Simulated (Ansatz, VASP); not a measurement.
Bi: VASP beside Ansatz

```
Bi
1.0
     2.22660    1.28553    3.87328
    -2.22660    1.28553    3.87328
     0.00000   -2.57105    3.87328
Bi
2
Direct
  0.23389 0.23389 0.23389
  0.76611 0.76611 0.76611
```

Change from the starting cell: volume scaled by 0.94, crystal datasets.

Alike in both runs: task electric field gradients; functional PBE; k mesh 11 × 11 × 11; occupations fermi-dirac, width 0.03 eV; no spin polarisation.

|  | VASP | Ansatz |
| --- | --- | --- |
| version | VASP 6.6.1 | Ansatz 0.2.0 |
| potentials or method | VASP PAW PBE potentials, release 64 (Bi_d), cutoff 520 eV | all-electron PAW with datasets made for the crystal, scalar-relativistic |

```tsv
	VASP	Ansatz	Ansatz less VASP
pressure (GPa)	5.3	5.4	+0.08
traceless stress, the component that is largest in VASP (GPa)	-0.30	-0.30	+0.002
rms of the force components (eV/Å)	0.295	0.291	-0.0047
size of Vzz on the site where it differs most (V/Å²)	34.1	36.9	+2.76
```

Atom by atom the forces differ by 0.005 eV/Å (rms over components). Ansatz ran all-electron here, and VASP with PAW potentials.

Neither program's run includes spin-orbit coupling.
